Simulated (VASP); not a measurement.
# WSe2 in VASP: settings compared

Aim: see how the results for WSe2 move with the level of theory and the settings. Levels: PBE+D3(BJ), RPBE+D3(BJ). Tasks: single point.

All numbers are computed with VASP 6.6.1; they aren't measurements. Logs are shortened: lines on timing, memory, paths and dates and some standing lists are left out, and cuts for length are marked.

### Step 1. The cell of the first run

The cell holds a slab with vacuum, 12 atoms: a = 3.279 Å, b = 3.279 Å, c = 39.552 Å, α = 90.00°, β = 90.00°, γ = 120.00°.

### Step 2. Single point, PBE+D3(BJ)

INCAR reads:

```
SYSTEM = WSe2
ALGO = Normal
DIPOL = 0.5 0.5 0.500
EDIFF = 1E-6
ENCUT = 520
GGA = PE
IDIPOL = 3
ISIF = 2
ISMEAR = 0
IVDW = 12
LASPH = .True.
LCHARG = .False.
LDIPOL = .True.
LREAL = .False.
LWAVE = .False.
NBANDS = 64
NELM = 80
PREC = Accurate
SIGMA = 0.05
```

KPOINTS reads:

```
k-points
0
Gamma
  9 9 1
  0 0 0
```

POSCAR reads:

```
WSe2
1.0
    3.2790275570      0.0000000000      0.0000000000
   -1.6395137785      2.8397211641      0.0000000000
    0.0000000000      0.0000000000     39.5516615569
Se W
8 4
Direct
    0.3333333333      0.6666666667      0.2149087969
    0.3333333333      0.6666666667      0.3000820767
    0.6666666667      0.3333333333      0.3765785057
    0.6666666667      0.3333333333      0.4617517855
    0.3333333333      0.6666666667      0.5382789379
    0.3333333333      0.6666666667      0.6234494667
    0.6666666667      0.3333333333      0.7000111971
    0.6666666667      0.3333333333      0.7852725911
    0.6666666667      0.3333333333      0.2574954368
    0.3333333333      0.6666666667      0.4191651456
    0.6666666667      0.3333333333      0.5808640576
    0.3333333333      0.6666666667      0.7426324547
```

Potentials or basis: VASP PAW PBE potentials, release 64 (Se, W_sv).

On the command line:

```console
> cat potpaw_PBE.64/Se/POTCAR potpaw_PBE.64/W_sv/POTCAR > POTCAR
> mpirun -np 1 vasp_std > vasp.out
```

OUTCAR:

```text
SYSTEM = WSe2
   EDIFF = 1E-6
   ENCUT = 520
   GGA = PE
   ISIF = 2
   ISMEAR = 0
   IVDW = 12
   LASPH = .True.
   LREAL = .False.
   NELM = 80
   PREC = Accurate
 IVDW          = 12

 ion  position               nearest neighbor table
   1  0.333  0.667  0.215-   9 2.53   9 2.53   9 2.53
   2  0.333  0.667  0.300-   9 2.53   9 2.53   9 2.53
   3  0.667  0.333  0.377-  10 2.53  10 2.53  10 2.53
   4  0.667  0.333  0.462-  10 2.53  10 2.53  10 2.53
   5  0.333  0.667  0.538-  11 2.53  11 2.53  11 2.53
   6  0.333  0.667  0.623-  11 2.53  11 2.53  11 2.53
   7  0.667  0.333  0.700-  12 2.53  12 2.53  12 2.53
   8  0.667  0.333  0.785-  12 2.54  12 2.54  12 2.54
   9  0.667  0.333  0.257-   1 2.53   2 2.53   1 2.53   2 2.53   1 2.53   2 2.53
  10  0.333  0.667  0.419-   3 2.53   4 2.53   3 2.53   4 2.53   3 2.53   4 2.53
  11  0.667  0.333  0.581-   5 2.53   5 2.53   5 2.53   6 2.53   6 2.53   6 2.53
  12  0.333  0.667  0.743-   7 2.53   7 2.53   7 2.53   8 2.54   8 2.54   8 2.54

  LATTYP: Found a hexagonal cell.
 ALAT       =     3.2790275570
 C/A-ratio  =    12.0620095041

  Lattice vectors:

 A1 = (   3.2790275570,   0.0000000000,   0.0000000000)
 A2 = (  -1.6395137785,   2.8397211641,   0.0000000000)
 A3 = (   0.0000000000,   0.0000000000,  39.5516615569)

Analysis of symmetry for initial positions (statically):
=====================================================================
 Subroutine PRICEL returns:
 Original cell was already a primitive cell.

 Routine SETGRP: Setting up the symmetry group for a
 hexagonal supercell.

 Subroutine GETGRP returns: Found  6 space group operations
 (whereof  6 operations were pure point group operations)
 out of a pool of 24 trial point group operations.

The static configuration has the point symmetry C_3v.

Analysis of symmetry for dynamics (positions and initial velocities):
=====================================================================
 Subroutine PRICEL returns:
 Original cell was already a primitive cell.

 Routine SETGRP: Setting up the symmetry group for a
 hexagonal supercell.

 Subroutine GETGRP returns: Found  6 space group operations
 (whereof  6 operations were pure point group operations)
 out of a pool of 24 trial point group operations.

The dynamic configuration has the point symmetry C_3v.

 Subroutine INISYM returns: Found  6 space group operations
 (whereof  6 operations are pure point group operations),
 and found     1 'primitive' translations

[... 122 lines left out ...]
  volume/ion in A,a.u.               =      30.69       207.11
  Fermi-wavevector in a.u.,A,eV,Ry     =   1.074049  2.029658 15.695427  1.153581
  Thomas-Fermi vector in A             =   2.209866
   LORBIT       =      0    0 simple, 1 ext, 2 COOP (PROOUT), +10 PAW based schemes
   GGA     = PE    functional components
   LHFCALC =     F    Hartree Fock is set to
   AEXX    =    0.0000 exact exchange contribution
   IVDW    =    12    specifies the selected vdW correction
   LEPSILON=     F    determine dielectric tensor
   LRPA    =     F    only Hartree local field effects (RPA)
 non-spin polarized calculation
 Gauss-broadening in eV      SIGMA  =   0.05
  energy-cutoff  :      520.00
  volume of cell :      368.29
 maximum number of plane-waves:     10020
   NGX = 13   NGY = 13   NGZ =147

 dipolmoment           0.000000      0.000000      0.000002 electrons x Angstroem

 number of electron     104.0000002 magnetization

 dipolmoment           0.000000      0.000000     -0.000021 electrons x Angstroem

 Free energy of the ion-electron system (eV)
  ---------------------------------------------------
  ext. energy  EPLUGINS =         0.00000000
  ---------------------------------------------------
  free energy    TOTEN  =       -86.22736786 eV

  energy without entropy =      -86.22736786  energy(sigma->0) =      -86.22736786

 E-fermi :   2.8567     XC(G=0):  -7.3263

 val. band max:        2.4956960802   @ k =   0.0000   0.0000   0.0000
 cond. band min:       3.6108290839   @ k =   0.2222   0.1111   0.0000
 fundamental gap:      1.1151330037
 Fermi energy:         2.8567027344

 k-point     1 :       0.0000    0.0000    0.0000
  band No.  band energies     occupation
      1     -71.8044      2.00000
      2     -71.8044      2.00000
      3     -71.8010      2.00000
      4     -71.8009      2.00000
      5     -36.0552      2.00000
      6     -36.0552      2.00000
[... 793 lines left out ...]
     63       5.7158      0.00000
     64       5.7187      0.00000

------------------------ aborting loop because EDIFF is reached ----------------------------------------

 vacuum level on the upper side and lower side of the slab       (xc-potential included)        -0.114        -0.114

 Edisp (eV)   -5.27772

 E8    (eV) :    -2.3893

  FORCE on cell =-STRESS in cart. coord.  units (eV):
  Direction    XX          YY          ZZ          XY          YZ          ZX
  --------------------------------------------------------------------------------------
  -------------------------------------------------------------------------------------
  Total       0.62132     0.62132     0.69398    -0.00000     0.00000     0.00000
  in kB       2.70299     2.70299     3.01906    -0.00000     0.00000     0.00000
  external pressure =        2.81 kB  Pullay stress =        0.00 kB

 VOLUME and BASIS-vectors are now :
 -----------------------------------------------------------------------------
  energy-cutoff  :      520.00
  volume of cell :      368.29
      direct lattice vectors                 reciprocal lattice vectors
     3.279027557  0.000000000  0.000000000     0.304968465  0.176073625  0.000000000
    -1.639513779  2.839721164  0.000000000     0.000000000  0.352147250  0.000000000
     0.000000000  0.000000000 39.551661557     0.000000000  0.000000000  0.025283388

 POSITION                                       TOTAL-FORCE (eV/Angst)
 -----------------------------------------------------------------------------------
     -0.00000      1.89315      8.50000         0.000000     -0.000000     -0.078986
     -0.00000      1.89315     11.86874        -0.000000     -0.000000      0.066454
      1.63951      0.94657     14.89431         0.000000      0.000000     -0.045615
      1.63951      0.94657     18.26305        -0.000000      0.000000      0.047867
     -0.00000      1.89315     21.28983         0.000000     -0.000000     -0.048936
     -0.00000      1.89315     24.65846         0.000000     -0.000000      0.047986
      1.63951      0.94657     27.68661        -0.000000     -0.000000     -0.042886
      1.63951      0.94657     31.05884         0.000000     -0.000000      0.042872
      1.63951      0.94657     10.18437        -0.000000      0.000000      0.008803
     -0.00000      1.89315     16.57868         0.000000     -0.000000      0.000891
      1.63951      0.94657     22.97414         0.000000     -0.000000     -0.000366
     -0.00000      1.89315     29.37235         0.000000     -0.000000      0.001917
 -----------------------------------------------------------------------------------
    total drift:                               -0.000000     -0.000000     -0.000198

  FREE ENERGIE OF THE ION-ELECTRON SYSTEM (eV)
  ---------------------------------------------------
  free  energy   TOTEN  =       -91.5050846793 eV

  energy  without entropy=      -91.5050846793  energy(sigma->0) =      -91.50508468

 vacuum level on the upper side and lower side of the slab         7.196         7.197
```

OSZICAR:

```text
N       E                     dE             d eps       ncg     rms          rms(c)
DAV:   1     0.105185124092E+04    0.10519E+04   -0.54781E+04  1760   0.148E+03
DAV:   2    -0.998105498527E+01   -0.10618E+04   -0.10316E+04  1832   0.385E+02
DAV:   3    -0.867295386854E+02   -0.76748E+02   -0.75536E+02  1856   0.981E+01
[... 17 lines left out ...]
DAV:  21    -0.862273562888E+02   -0.40612E-05   -0.39236E-07  1192   0.882E-04    0.613E-04
DAV:  22    -0.862273597883E+02   -0.34995E-05   -0.83009E-08  1072   0.499E-04    0.670E-04
DAV:  23    -0.862273651591E+02   -0.53708E-05   -0.17304E-07  1128   0.607E-04    0.164E-04
DAV:  24    -0.862273665242E+02   -0.13651E-05   -0.35235E-08  1040   0.337E-04    0.227E-04
DAV:  25    -0.862273676199E+02   -0.10956E-05   -0.52733E-08  1080   0.244E-04    0.149E-04
DAV:  26    -0.862273678641E+02   -0.24428E-06   -0.12091E-08   968   0.131E-04
   1 F= -.91505085E+02 E0= -.91505085E+02  d E =-.797993E-26
```

Run time: 8.4 min. Hardware: 1 thread of Intel Xeon Platinum 8488C (Sapphire Rapids), shared host; peak memory 0.52 GiB.

What came out:

* Free energy: -91.5051 eV
* Largest force: 0.079 eV/Å
* Band gap on the k mesh: 1.12 eV (least direct gap 1.59 eV)
* Dispersion energy per atom: -0.440 eV

Forces on the atoms (eV/Å):
```
Se   0.000  0.000 -0.079
Se   0.000  0.000  0.066
Se   0.000  0.000 -0.046
Se   0.000  0.000  0.048
Se   0.000  0.000 -0.049
Se   0.000  0.000  0.048
Se   0.000  0.000 -0.043
Se   0.000  0.000  0.043
W    0.000  0.000  0.009
W    0.000  0.000  0.001
W    0.000  0.000  0.000
W    0.000  0.000  0.002
```

Caveat: spin-orbit coupling is left out, which moves the levels of the heavy elements.

### Step 3. Single point, RPBE+D3(BJ)

INCAR reads:

```
SYSTEM = WSe2
PREC = Accurate ; ENCUT = 520
EDIFF = 1E-6 ; ISMEAR = 0
SIGMA = 0.05 ; LREAL = .False.
LASPH = .True. ; NELM = 80
ALGO = Normal ; ISIF = 2
LWAVE = .False. ; LCHARG = .False.
LDIPOL = .True. ; IDIPOL = 3
DIPOL = 0.5 0.5 0.500 ; GGA = RP
IVDW = 12 ; NBANDS = 64
```

KPOINTS reads:

```
Automatic mesh
0
Gamma
  9 9 1
  0 0 0
```

POSCAR is that of step 2.

Potentials or basis: VASP PAW PBE potentials, release 64 (Se, W_sv).

On the command line:

```console
> cat potpaw_PBE.64/Se/POTCAR potpaw_PBE.64/W_sv/POTCAR > POTCAR
> mpirun -np 1 vasp_std > vasp.out
```

Run time: 6.9 min. Hardware: 1 thread of Intel Xeon Platinum 8488C (Sapphire Rapids), shared host; peak memory 0.54 GiB.

Results (log left out):

| Quantity | Value |
| --- | --- |
| Free energy | -109.7766 eV |
| Largest force | 0.775 eV/Å |
| Band gap on the k mesh | 1.15 eV (least direct gap 1.59 eV) |
| Dispersion energy per atom | -2.398 eV |

Forces in eV/Å, atoms in the order of the input:
```
Se   0.000  0.000  0.738
Se   0.000  0.000 -0.359
Se   0.000  0.000  0.381
Se   0.000  0.000 -0.380
Se   0.000  0.000  0.378
Se   0.000  0.000 -0.381
Se   0.000  0.000  0.384
Se   0.000  0.000 -0.775
W    0.000  0.000  0.061
W    0.000  0.000  0.001
W    0.000  0.000 -0.001
W    0.000  0.000 -0.049
```

Levels at points of the mesh, in eV from the valence-band top:
```
           k point  band 49  band 50  band 51  band 52  band 53  band 54  band 55  band 56
(0.00, 0.00, 0.00)    -0.98    -0.44    -0.15     0.00     2.68     2.68     2.68     2.68
```

Caveat: the PAW data sets were made with another functional, which shifts forces and pressure a little; spin-orbit coupling is left out, which moves the levels of the heavy elements.

(Part 1 of 2 ends here.)
